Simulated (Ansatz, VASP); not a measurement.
**PbO2: VASP beside Ansatz**

The input POSCAR:

```
PbO2
1.0
    0.0000000000      2.5700000000      2.5700000000
    2.5700000000      0.0000000000      2.5700000000
    2.5700000000      2.5700000000      0.0000000000
Pb O
1 2
Direct
    0.0000000000      0.0000000000      0.0000000000
    0.2500000000      0.2500000000      0.2500000000
    0.7500000000      0.7500000000      0.7500000000
```

The input INCAR.step1:

```
PREC = Accurate
ENCUT = 520
ISMEAR = 0
SIGMA = 0.1
LREAL = False
LASPH = True
NELM = 60
NBANDS = 20
GGA = PE
ALGO = Normal
EDIFF = 1E-4
LWAVE = True
LCHARG = False
```

INCAR.step2

```
PREC = Accurate
ENCUT = 520
EDIFF = 1E-6
ISMEAR = 0
SIGMA = 0.1
LREAL = False
LASPH = True
NELM = 60
ALGO = Normal
ISIF = 2
LWAVE = False
LCHARG = False
METAGGA = R2SCAN
LMIXTAU = True
NBANDS = 20
ISTART = 1
```

Contents of KPOINTS:

```
regular mesh
0
Gamma
  14 14 14
```

Input for Ansatz:

```yaml
crystal:
  lattice:
    - [0.0, 2.57, 2.57]
    - [2.57, 0.0, 2.57]
    - [2.57, 2.57, 0.0]
  atoms:
    - { symbol: Pb, position: [0.0, 0.0, 0.0] }
    - { symbol: O, position: [0.25, 0.25, 0.25] }
    - { symbol: O, position: [0.75, 0.75, 0.75] }
basis:
  ecutwfc: 500
kpoints:
  mp_grid: { grid: [14, 14, 14] }
hamiltonian:
  xc: r2scan
scf:
  occupations: { method: gaussian, width: 0.1 }
output:
  forces: true
  stress: true
  eigenvalues: true
  populations: true
```

Alike in both runs: task single point; functional r2SCAN; k mesh 14 × 14 × 14; occupations gaussian, width 0.1 eV; no spin polarisation.

|  | VASP | Ansatz |
| --- | --- | --- |
| version | VASP 6.6.1 | Ansatz 0.2.0 |
| potentials or method | VASP PAW PBE potentials, release 64 (Pb_d, O), cutoff 520 eV | scalar-relativistic, plane waves, PAW |
| valence electrons in the cell | 26 | 26 |

```csv
,VASP,Ansatz,Ansatz less VASP
gap on the k mesh at the Fermi level (eV),none,none,-
pressure (GPa),23.2,21.5,-1.69
```

VASP's potentials were made for PBE, not for r2SCAN. A gap of «none» marks a metal or a gap that the smearing closes. With one functional, cell and mesh, what is left measures potentials, basis and numerics.

Neither program's run includes spin-orbit coupling.
